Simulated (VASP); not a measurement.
A run of VASP 6.6.1 is set up as follows.

File INCAR:

```
SYSTEM = CdSnO2
PREC = Accurate
ENCUT = 600
EDIFF = 1E-6
ISMEAR = 0
SIGMA = 0.15
LREAL = .False.
LASPH = .True.
NELM = 120
ALGO = Normal
ISIF = 2
LWAVE = .False.
LCHARG = .False.
GGA = PE
NBANDS = 27
GGA_COMPAT = .False.
```

Contents of KPOINTS:

```
Automatic mesh
0
Gamma
  4 4 3
  0 0 0
```

Contents of POSCAR:

```
CdSnO2
1.0
    3.4182639407      0.0000000000      0.0000000000
   -1.7091319704      2.9603034095      0.0000000000
    0.0000000000      0.0000000000      6.0749398191
Cd Sn O
1 1 2
Direct
    0.0000000000      0.0000000000      0.0000000000
    0.0000000000      0.0000000000      0.5000000000
    0.3333333333      0.6666666667      0.7719531521
    0.6666666667      0.3333333333      0.2280468479
```

Potentials or basis: VASP PAW PBE potentials, release 64 (Cd, Sn_d, O).

Launch:

```sh
$ cat potpaw_PBE.64/Cd/POTCAR potpaw_PBE.64/Sn_d/POTCAR potpaw_PBE.64/O/POTCAR > POTCAR
$ mpirun -np 1 vasp_std > vasp.out
```

Task: Estimate the band gap on the k mesh.

Result: 0.45 eV, indirect (least direct gap 1.28 eV).

Task: Estimate the largest force.

Result: 0.045 eV/Å.

Task: Predict the pressure.

Result: 0.3 GPa.

Stress tensor (GPa, compression positive):
```
-0.09  0.00  0.00
 0.00 -0.09  0.00
 0.00  0.00  1.12
```

Caveat: the k points lie up to 0.53 Å⁻¹ apart; spin-orbit coupling is left out, which moves the levels of the heavy elements. Expect the measured gap to be larger: semilocal functionals such as PBE lack the derivative discontinuity.
